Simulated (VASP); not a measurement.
Set up this calculation in VASP 6.6.1, as the native input.

```yaml
Task: single point
Functional: PBE
Dispersion: D3(BJ)
Potentials_or_basis: VASP PAW PBE potentials, release 64 (O_h, H_h, C_h)
Cutoff: 1000 eV
k_mesh: 1 × 1 × 1
Occupations: fermi-dirac, width 0.05 eV
Spin: no spin polarisation
Dipole_correction: no
Further_INCAR_settings: LREAL = Auto; ALGO = Normal; EDIFF = 1e-06; NBANDS = 70
```

The structure of H20CO12 lies in POSCAR:

```
H20CO12
1.0
    7.3839930000      0.0000000000      0.0000000000
    0.0000000000      7.3839930000      0.0000000000
    0.0000000000      0.0000000000      7.3839930000
O H C
12 20 1
Direct
    0.5733076941      0.2319341310      0.2624731632
    0.1219665295      0.1584914829      0.2203144017
    0.5520725710      0.7967233988      0.4229554389
    0.7296458705      0.5673488585      0.6878392219
    0.3685675217      1.0743374215      0.5914415141
    0.8122705425      0.7498788257      0.1469800960
    0.5311353898      0.2734428378      0.8901146033
    0.3302955461      0.4680936182      0.3844261499
    0.8702337611     -0.0004062842      0.8811763500
    0.9824088403      0.9381238579      0.4974002548
    0.0990791839      0.4841418457      0.8701254186
    0.3344396453      0.6405071077      1.0133135283
    0.5421456927      0.1306474695      0.3400599107
    0.5337085233      0.1994584773      0.1356718513
    0.1481312347      0.2870127315      0.2403442148
    0.0485509669      0.1385293838      0.1119042231
    0.4570968580      0.7067449820      0.4125003910
    0.6334377619      0.7936898098      0.3064737467
    0.7496079696      0.5212762255      0.5612004237
    0.6679312941      0.6817720439      0.6578419021
    0.4380150415      0.9621894279      0.5494317235
    0.2409807268      1.0430941633      0.5851170227
    0.8205858267      0.8043344570      0.0231446590
    0.8214931948      0.6208429504      0.1118635947
    0.4497431132      0.2150868778      0.8001768149
    0.6024382743      0.3639765097      0.8176605801
    0.2745804336      0.3891661327      0.4724950308
    0.4248514320      0.3949759974      0.3198269554
    0.7690825276      0.0843987799      0.8655479495
    0.9276958957      0.0000406284      0.7598598753
    1.0105101671      0.9986060388      0.3743367579
    0.9400198510      0.8149520185      0.4715876627
    0.2220072527      0.5618775641      0.9342506148
```

These files were run (other wordings do the same):

INCAR

```
SYSTEM = H20CO12
PREC = Accurate
ENCUT = 1000
EDIFF = 1E-6
ISMEAR = -1
SIGMA = 0.05
LREAL = Auto
LASPH = .True.
NELM = 120
ALGO = Normal
ISIF = 2
LWAVE = .False.
LCHARG = .False.
GGA = PE
IVDW = 12
NBANDS = 70
GGA_COMPAT = .False.
```

KPOINTS

```
Automatic mesh
0
Gamma
  1 1 1
  0 0 0
```

Potentials or basis: VASP PAW PBE potentials, release 64 (O_h, H_h, C_h).

The run is started by

```bash
$ cat potpaw_PBE.64/O_h/POTCAR potpaw_PBE.64/H_h/POTCAR potpaw_PBE.64/C_h/POTCAR > POTCAR
$ mpirun -np 1 vasp_gam > vasp.out
```

It gave:

| Item | Value |
| --- | --- |
| Pressure | -2.2 GPa |
| Largest force | 1.908 eV/Å |
| Band gap on the k mesh | 4.51 eV |
| Dispersion energy per atom | -0.031 eV |

Caveat: the k points lie up to 0.85 Å⁻¹ apart, too coarse for converged energies, forces and pressures.

It took 3.4 min on 1 thread of AMD EPYC 7R43 64-Core Processor (Zen 3), on a shared host, peak memory 0.85 GiB.
